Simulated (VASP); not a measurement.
# SnO2 (P4_2/mnm) in VASP: a series of runs

Aim: see how the results for SnO2 move with the level of theory and the settings. Levels: PBE, r2SCAN, PBEsol. Tasks: single point.

Program: VASP 6.6.1. These are calculated values, not measurements. Logs are shortened: lines on timing, memory, paths and dates and some standing lists are left out, and cuts for length are marked.

## Step 1: The cell of the first run

The structure is tetragonal, space group P4_2/mnm (No. 136). The conventional cell has a = 4.761 Å, b = 4.761 Å, c = 3.200 Å, α = 90.00°, β = 90.00°, γ = 90.00°. Within 2.7 Å of Sn (site symmetry mmm) lie 6 O at 2.06 to 2.07 Å. O (site symmetry m2m) has 3 Sn at 2.06 to 2.07 Å and 1 O at 2.61 Å within 2.7 Å.

## Step 2: Single point, PBE

The input, INCAR:

```
  PREC = Accurate
  ENCUT = 520
  EDIFF = 1E-7
  ISMEAR = -1
  SIGMA = 0.02
  LREAL = False
  LASPH = True
  NELM = 80
  ALGO = Normal
  ISIF = 2
  LWAVE = False
  LCHARG = False
  GGA = PE
  NBANDS = 35
```

The input, KPOINTS:

```
regular mesh
0
Gamma
  6 6 8
```

The input, POSCAR:

```
SnO2
1.0
    4.7605589201      0.0000000000      0.0000000000
    0.0000000000      4.7605589201      0.0000000000
    0.0000000000      0.0000000000      3.2000978632
Sn O
2 4
Direct
    0.5000000000      0.5000000000      0.5000000000
    0.0000000000      0.0000000000      0.0000000000
    0.1941203994      0.8058796006      0.5000000000
    0.8058796006      0.1941203994      0.5000000000
    0.3058796006      0.3058796006      0.0000000000
    0.6941203994      0.6941203994      0.0000000000
```

Potentials or basis: VASP PAW PBE potentials, release 64 (Sn_d, O).

Started as:

```sh
cat potpaw_PBE.64/Sn_d/POTCAR potpaw_PBE.64/O/POTCAR > POTCAR
mpirun -np 1 vasp_std > vasp.out
```

OUTCAR:

```text
PREC = Accurate
   ENCUT = 520
   EDIFF = 1E-7
   ISMEAR = -1
   LREAL = False
   LASPH = True
   NELM = 80
   ISIF = 2
   GGA = PE

 ion  position               nearest neighbor table
   1  0.500  0.500  0.500-   3 2.06   4 2.06   5 2.07   6 2.07   5 2.07   6 2.07   2 3.73   2 3.73
                             2 3.73   2 3.73   2 3.73   2 3.73   2 3.73   2 3.73
   2  0.000  0.000  0.000-   5 2.06   6 2.06   3 2.07   4 2.07   3 2.07   4 2.07   1 3.73   1 3.73
                             1 3.73   1 3.73   1 3.73   1 3.73   1 3.73   1 3.73
   3  0.194  0.806  0.500-   1 2.06   2 2.07   2 2.07
   4  0.806  0.194  0.500-   1 2.06   2 2.07   2 2.07
   5  0.306  0.306  0.000-   2 2.06   1 2.07   1 2.07
   6  0.694  0.694  0.000-   2 2.06   1 2.07   1 2.07

  LATTYP: Found a simple tetragonal cell.
 ALAT       =     4.7605589201
 C/A-ratio  =     0.6722105360

  Lattice vectors:

 A1 = (   4.7605589201,   0.0000000000,   0.0000000000)
 A2 = (   0.0000000000,   4.7605589201,   0.0000000000)
 A3 = (   0.0000000000,   0.0000000000,   3.2000978632)

Analysis of symmetry for initial positions (statically):
=====================================================================
 Subroutine PRICEL returns:
 Original cell was already a primitive cell.

 Routine SETGRP: Setting up the symmetry group for a
 simple tetragonal supercell.

 Subroutine GETGRP returns: Found 16 space group operations
 (whereof  8 operations were pure point group operations)
 out of a pool of 16 trial point group operations.

The static configuration has the point symmetry D_2h.
 The point group associated with its full space group is D_4h.

Analysis of symmetry for dynamics (positions and initial velocities):
=====================================================================
 Subroutine PRICEL returns:
 Original cell was already a primitive cell.

 Routine SETGRP: Setting up the symmetry group for a
 simple tetragonal supercell.

 Subroutine GETGRP returns: Found 16 space group operations
 (whereof  8 operations were pure point group operations)
 out of a pool of 16 trial point group operations.

The dynamic configuration has the point symmetry D_2h.
 The point group associated with its full space group is D_4h.

 Subroutine INISYM returns: Found 16 space group operations
 (whereof  8 operations are pure point group operations),
 and found     1 'primitive' translations

----------------------------------------------------------------------------------------

                                     Primitive cell

  volume of cell :      72.5236

  direct lattice vectors                    reciprocal lattice vectors
     4.760558920  0.000000000  0.000000000     0.210059368  0.000000000  0.000000000
     0.000000000  4.760558920  0.000000000     0.000000000  0.210059368  0.000000000
     0.000000000  0.000000000  3.200097863     0.000000000  0.000000000  0.312490443

  length of vectors
     4.760558920  4.760558920  3.200097863     0.210059368  0.210059368  0.312490443

  position of ions in fractional coordinates (direct lattice)
     0.500000000  0.500000000  0.500000000
     0.000000000  0.000000000  0.000000000
     0.194120399  0.805879601  0.500000000
     0.805879601  0.194120399  0.500000000
     0.305879601  0.305879601  0.000000000
     0.694120399  0.694120399  0.000000000

  ion indices of the primitive-cell ions
   primitive index   ion index
                 1           1
                 2           2
                 3           3
                 4           4
                 5           5
                 6           6

----------------------------------------------------------------------------------------

 KPOINTS: regular mesh

Automatic generation of k-mesh.
 Grid dimensions read from file:
 generate k-points for:    6    6    8

 Generating k-lattice:

  Cartesian coordinates                     Fractional coordinates (reciprocal lattice)
     0.035009895  0.000000000  0.000000000     0.166666667  0.000000000  0.000000000
     0.000000000  0.035009895  0.000000000     0.000000000  0.166666667  0.000000000
     0.000000000  0.000000000  0.039061305     0.000000000  0.000000000  0.125000000

  Length of vectors
     0.035009895  0.035009895  0.039061305

  Shift w.r.t. Gamma in fractional coordinates (k-lattice)
     0.000000000  0.000000000  0.000000000

 Subroutine IBZKPT returns following result:
 ===========================================

 Found     50 irreducible k-points:

 Following reciprocal coordinates:
            Coordinates               Weight
  0.000000  0.000000  0.000000      1.000000
  0.166667  0.000000  0.000000      4.000000
  0.333333  0.000000  0.000000      4.000000
  0.500000  0.000000  0.000000      2.000000
  0.166667  0.166667  0.000000      4.000000
  0.333333  0.166667  0.000000      8.000000
[... 16 lines left out ...]
  0.333333  0.000000  0.250000      8.000000
  0.500000  0.000000  0.250000      4.000000
 [... further k-points ...]
   k-points           NKPTS =     50   k-points in BZ     NKDIM =     50   number of bands    NBANDS=     35
   number of dos      NEDOS =    301   number of ions     NIONS =      6
   total plane-waves  NPLWV =  31104
   dimension x,y,z NGX =    36 NGY =   36 NGZ =   24
   dimension x,y,z NGXF=    72 NGYF=   72 NGZF=   48
   ions per type =               2   4
   NGX,Y,Z   is equivalent  to a cutoff of  12.57, 12.57, 12.47 a.u.
   NGXF,Y,Z  is equivalent  to a cutoff of  25.14, 25.14, 24.94 a.u.
 SYSTEM =  unknown system
   PREC   = accura    normal or accurate (medium, high low for compatibility)
   ISTART =      0    job   : 0-new  1-cont  2-samecut
   ICHARG =      2    charge: 1-file 2-atom 10-const
   ISPIN  =      1    spin polarized calculation?
   LNONCOLLINEAR =      F non collinear calculations
   LSORBIT =      F    spin-orbit coupling
   LASPH  =      T    aspherical Exc in radial PAW
   ENCUT  =  520.0 eV  38.22 Ry    6.18 a.u.   8.85  8.85  5.95*2*pi/ulx,y,z
   NELM   =     80;   NELMIN=  2; NELMDL= -5     # of ELM steps
   EDIFF  = 0.1E-06   stopping-criterion for ELM
   LREAL  =      F    real-space projection
   EDIFFG = 0.1E-05   stopping-criterion for IOM
   NSW    =      0    number of steps for IOM
   IBRION =     -1    ionic relax: 0-MD 1-quasi-New 2-CG
   NFREE  =      0    steps in history (QN), initial steepest desc. (CG)
   ISIF   =      2    stress and relaxation
   ISYM   =      2    0-nonsym 1-usesym 2-fastsym
   POTIM  = 0.5000    time-step for ionic-motion
   TEBEG  =    0.0;   TEEND  =   0.0 temperature during run
   PSTRESS=    0.0 pullay stress
   NELECT =      52.0000    total number of electrons
   NUPDOWN=      -1.0000    fix difference up-down
   EMIN   =  10.00;   EMAX   =-10.00  energy-range for DOS
   EFERMI =   0.00;   METHOD = LEGACY
   ISMEAR =    -1;   SIGMA  =   0.02  broadening in eV -4-tet -1-fermi 0-gaus
   EFERMI_NEDOS =   21; number of points for ismear=-14 and -15
   IALGO  =     38    algorithm
   IMIX   =      4    mixing-type and parameters
     AMIX     =   0.40;   BMIX     =  1.00
     AMIX_MAG =   1.60;   BMIX_MAG =  1.00
  volume/ion in A,a.u.               =      12.09        81.57
  Fermi-wavevector in a.u.,A,eV,Ry     =   1.465265  2.768950 29.211736  2.147002
  Thomas-Fermi vector in A             =   2.581143
   LORBIT       =      0    0 simple, 1 ext, 2 COOP (PROOUT), +10 PAW based schemes
   GGA     = PE    functional components
   LHFCALC =     F    Hartree Fock is set to
   AEXX    =    0.0000 exact exchange contribution
   IVDW    =     0    specifies the selected vdW correction
   LEPSILON=     F    determine dielectric tensor
   LRPA    =     F    only Hartree local field effects (RPA)
 non-spin polarized calculation
  energy-cutoff  :      520.00
  volume of cell :       72.52
 maximum number of plane-waves:      1992
 NGX is ok and might be reduce to    36
   NGX = 17   NGY = 17   NGZ = 11

 number of electron      52.0000002 magnetization

 Free energy of the ion-electron system (eV)
  ---------------------------------------------------
  ext. energy  EPLUGINS =         0.00000000
  ---------------------------------------------------
  free energy    TOTEN  =       -37.22839038 eV

  energy without entropy =      -37.22839038  energy(sigma->0) =      -37.22839038

 E-fermi :   6.3642     XC(G=0): -11.1865

 val. band max:        5.9874264437   @ k =   0.0000   0.0000   0.0000
 cond. band min:       7.0754633760   @ k =   0.0000   0.0000   0.0000
 fundamental gap:      1.0880369323
 Fermi energy:         6.3641860647

 k-point     1 :       0.0000    0.0000    0.0000
  band No.  band energies     occupation
      1     -15.1052      2.00000
      2     -14.3407      2.00000
      3     -14.1027      2.00000
      4     -14.0755      2.00000
      5     -14.0755      2.00000
      6     -14.0091      2.00000
[... 27 lines left out ...]
     34      17.9803      0.00000
     35      18.5177      0.00000

 k-point     2 :       0.1667    0.0000    0.0000
  band No.  band energies     occupation
      1     -15.0633      2.00000
      2     -14.3890      2.00000
      3     -14.1024      2.00000
      4     -14.0737      2.00000
      5     -14.0737      2.00000
      6     -14.0439      2.00000
[... 27 lines left out ...]
     34      18.0052      0.00000
     35      18.5301      0.00000

 k-point     3 :       0.3333    0.0000    0.0000
  band No.  band energies     occupation
      1     -14.9420      2.00000
      2     -14.5461      2.00000
      3     -14.1015      2.00000
      4     -14.0849      2.00000
      5     -14.0700      2.00000
      6     -14.0699      2.00000
[... 27 lines left out ...]
     34      18.1876      0.00000
     35      18.4776      0.00000
[... 723 lines left out ...]
 k-point    23 :       0.3333    0.0000    0.2500
  band No.  band energies     occupation
      1     -14.8355      2.00000
      2     -14.6937      2.00000
      3     -14.3651      2.00000
      4     -14.1482      2.00000
      5     -13.9963      2.00000
      6     -13.9903      2.00000
[... 27 lines left out ...]
     34      18.1293      0.00000
     35      18.4205      0.00000

 k-point    24 :       0.5000    0.0000    0.2500
  band No.  band energies     occupation
      1     -14.7855      2.00000
      2     -14.7855      2.00000
      3     -14.2427      2.00000
      4     -14.2427      2.00000
      5     -13.9914      2.00000
      6     -13.9914      2.00000
[... 27 lines left out ...]
     34      18.3284      0.00000
     35      18.5302      0.00000

 [... further k-points ...]

------------------------ aborting loop because EDIFF is reached ----------------------------------------

  FORCE on cell =-STRESS in cart. coord.  units (eV):
  Direction    XX          YY          ZZ          XY          YZ          ZX
  --------------------------------------------------------------------------------------
  -------------------------------------------------------------------------------------
  Total        3.5027487      3.5027487      4.4033754      0.0000000      0.0000000      0.0000000
  in kB       77.3820826     77.3820826     97.2785618      0.0000000      0.0000000      0.0000000
  external PRESSURE =      84.0142423 kB  Pullay stress =       0.0000000 kB

 VOLUME and BASIS-vectors are now :
 -----------------------------------------------------------------------------
  energy-cutoff  :      520.00
  volume of cell :       72.52
      direct lattice vectors                 reciprocal lattice vectors
     4.760558920  0.000000000  0.000000000     0.210059368  0.000000000  0.000000000
     0.000000000  4.760558920  0.000000000     0.000000000  0.210059368  0.000000000
     0.000000000  0.000000000  3.200097863     0.000000000  0.000000000  0.312490443

 POSITION                                       TOTAL-FORCE (eV/Angst)
 -----------------------------------------------------------------------------------
      2.38028      2.38028      1.60005         0.000000     -0.000000      0.000000
      0.00000      0.00000      0.00000         0.000000     -0.000000      0.000000
      0.92412      3.83644      1.60005         0.033217     -0.033217      0.000000
      3.83644      0.92412      1.60005        -0.033217      0.033217     -0.000000
      1.45616      1.45616      0.00000        -0.033217     -0.033217      0.000000
      3.30440      3.30440      0.00000         0.033217      0.033217     -0.000000
 -----------------------------------------------------------------------------------
    total drift:                               -0.000000      0.000000      0.000000

  FREE ENERGIE OF THE ION-ELECTRON SYSTEM (eV)
  ---------------------------------------------------
  free  energy   TOTEN  =       -37.2283903837 eV

  energy  without entropy=      -37.2283903837  energy(sigma->0) =      -37.22839038
```

It took 70 s on 1 thread of Intel Xeon 6975P-C, shared host; peak memory 0.24 GiB.

What came out:

```
Free energy            : -37.2284 eV
Pressure               : 8.4 GPa
Largest force          : 0.047 eV/Å
Band gap on the k mesh : 1.09 eV
```

Forces on the atoms (eV/Å):
```
Sn   0.000  0.000  0.000
Sn   0.000  0.000  0.000
O    0.033 -0.033  0.000
O   -0.033  0.033  0.000
O   -0.033 -0.033  0.000
O    0.033  0.033  0.000
```

Levels at points of the mesh, in eV from the valence-band top:
| k point | band 22 | band 23 | band 24 | band 25 | band 26 | band 27 | band 28 | band 29 | band 30 | band 31 |
| --- | --- | --- | --- | --- | --- | --- | --- | --- | --- | --- |
| (0.00, 0.00, 0.00) | -1.24 | -1.24 | -0.77 | -0.77 | 0.00 | 1.09 | 6.07 | 6.26 | 6.26 | 10.38 |
| (0.50, 0.00, 0.00) | -1.96 | -1.20 | -1.20 | -0.63 | -0.63 | 4.29 | 4.29 | 7.03 | 7.03 | 10.86 |
| (0.50, 0.50, 0.00) | -1.97 | -1.32 | -1.32 | -0.89 | -0.89 | 4.71 | 4.71 | 7.44 | 7.44 | 10.90 |
| (0.00, 0.00, 0.50) | -2.63 | -1.63 | -1.63 | -1.24 | -1.24 | 6.03 | 6.03 | 9.65 | 9.65 | 10.60 |
| (0.50, 0.00, 0.50) | -1.72 | -1.08 | -1.08 | -0.72 | -0.72 | 6.30 | 6.30 | 7.94 | 7.94 | 10.92 |
| (0.50, 0.50, 0.50) | -2.40 | -0.95 | -0.95 | -0.82 | -0.82 | 4.71 | 4.71 | 8.85 | 8.85 | 10.92 |

Caveat: the cell stands under pressure; spin-orbit coupling is left out, which moves the levels of the heavy elements.

## Step 3: Single point, r2SCAN

POSCAR is that of step 2.

The input, INCAR.step1:

```
PREC = Accurate ; ENCUT = 520
ISMEAR = -1 ; SIGMA = 0.02
LREAL = False ; LASPH = True
NELM = 80 ; NBANDS = 35
GGA = PE ; ALGO = Normal
EDIFF = 1E-4 ; LWAVE = True
LCHARG = False
```

The input, INCAR.step2:

```
PREC = Accurate ; ENCUT = 520
EDIFF = 1E-6 ; ISMEAR = -1
SIGMA = 0.02 ; LREAL = False
LASPH = True ; NELM = 80
ALGO = Normal ; ISIF = 2
LWAVE = False ; LCHARG = True
METAGGA = R2SCAN ; LMIXTAU = True
LELF = True ; LVHAR = True
NBANDS = 35 ; ISTART = 1
```

The input, KPOINTS:

```
Automatic mesh
0
Gamma
  6 6 8
```

Potentials or basis: VASP PAW PBE potentials, release 64 (Sn_d, O).

Started as:

```sh
cat potpaw_PBE.64/Sn_d/POTCAR potpaw_PBE.64/O/POTCAR > POTCAR
cp INCAR.step1 INCAR
mpirun -np 1 vasp_std > vasp.out
cp INCAR.step2 INCAR
mpirun -np 1 vasp_std > vasp.out
```

Run time: 4.3 min. Hardware: 1 thread of Intel Xeon 6975P-C, shared host; peak memory 0.24 GiB.

The run converged. Its results:

```yaml
Free_energy: -84.6296 eV
Pressure: 1.1 GPa
Largest_force: 0.024 eV/Å
Band_gap_on_the_k_mesh: 1.79 eV
```

Forces in eV/Å, atoms in the order of the input:
```
Sn   0.000  0.000  0.000
Sn   0.000  0.000  0.000
O    0.017 -0.017  0.000
O   -0.017  0.017  0.000
O   -0.017 -0.017  0.000
O    0.017  0.017  0.000
```

Stress tensor (GPa, compression positive):
```
0.90 0.00 0.00
0.00 0.90 0.00
0.00 0.00 1.47
```

Levels at points of the mesh, in eV from the valence-band top:
```tsv
k point	band 23	band 24	band 25	band 26	band 27	band 28	band 29	band 30
(0.00, 0.00, 0.00)	-1.22	-0.78	-0.78	0.00	1.79	6.82	7.05	7.05
(0.50, 0.00, 0.00)	-1.17	-1.17	-0.62	-0.62	5.00	5.00	7.81	7.81
(0.50, 0.50, 0.00)	-1.30	-1.30	-0.92	-0.92	5.45	5.45	8.22	8.22
(0.00, 0.00, 0.50)	-1.67	-1.67	-1.27	-1.27	6.87	6.87	10.53	10.53
(0.50, 0.00, 0.50)	-1.11	-1.11	-0.69	-0.69	7.15	7.15	8.85	8.85
(0.50, 0.50, 0.50)	-0.96	-0.96	-0.85	-0.85	5.52	5.52	9.65	9.65
```

Caveat: the PAW data sets were made with another functional, which shifts forces and pressure a little; spin-orbit coupling is left out, which moves the levels of the heavy elements.

(Continued in part 2 of 2.)
